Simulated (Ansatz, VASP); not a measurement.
**Two plane-wave programs on GaP**

```
Ga P
1.0
     0.00000    2.72581    2.72581
     2.72581    0.00000    2.72581
     2.72581    2.72581    0.00000
Ga P
1 1
Direct
  0.00000 0.00000 0.00000
  0.75000 0.75000 0.75000
```

Alike in both runs: task single point; functional PBE; k mesh 9 × 9 × 9; no spin polarisation.

|  | VASP | Ansatz |
| --- | --- | --- |
| version | VASP 6.6.1 | Ansatz 0.2.0 |
| potentials or method | VASP PAW PBE potentials, release 64 (Ga_d, P), cutoff 500 eV | plane-wave PAW DFT |
| occupations | gaussian, width 0.01 eV | fixed |
| valence electrons in the cell | 18 | 18 |

|  | VASP | Ansatz | Ansatz less VASP |
| --- | --- | --- | --- |
| gap on the k mesh at the Fermi level (eV) | 1.60 | 1.60 | +0.001 |
